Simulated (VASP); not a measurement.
Here is a VASP 6.6.1 calculation.

File POSCAR:

```
Ge
1.0
    2.6994737028      0.0000000000      0.0000000000
    0.0000000000      2.6994737028      0.0000000000
    0.0000000000      0.0000000000      2.6994737028
Ge
1
Direct
    0.0000000000      0.0000000000      0.0000000000
```

Contents of INCAR.step1:

```
PREC = Accurate
ENCUT = 520
EDIFF = 1E-5
ISMEAR = -1
SIGMA = 0.05
LREAL = False
LASPH = True
NELM = 60
ALGO = Normal
ISIF = 2
LWAVE = True
LCHARG = False
GGA = PE
NBANDS = 13
```

The input INCAR.step2:

```
PREC = Accurate
ENCUT = 520
EDIFF = 1E-6
ISMEAR = -1
SIGMA = 0.05
LREAL = False
LASPH = True
NELM = 60
ALGO = Normal
ISIF = 2
LWAVE = False
LCHARG = False
GGA = PE
LHFCALC = True
AEXX = 0.25
HFSCREEN = 0.3
PRECFOCK = Normal
ISTART = 1
NBANDS = 13
```

Contents of KPOINTS:

```
regular mesh
0
Gamma
  5 5 5
```

Potentials or basis: VASP PAW PBE potentials, release 64 (Ge_d).

Command:

```console
$ cat potpaw_PBE.64/Ge_d/POTCAR > POTCAR
$ cp INCAR.step1 INCAR
$ mpirun -np 1 vasp_std > vasp.out
$ cp INCAR.step2 INCAR
$ mpirun -np 1 vasp_std > vasp.out
```

Problem. Estimate the pressure.

Solution. 0.2 GPa.

Problem. Predict the band gap on the k mesh.

Solution. Zero (bands 7 and 8 overlap by 8.85 eV).

Caveat: the k points lie up to 0.47 Å⁻¹ apart, too coarse for converged energies and pressures of a metal; the PAW data sets were made with another functional, which shifts forces and pressure a little.
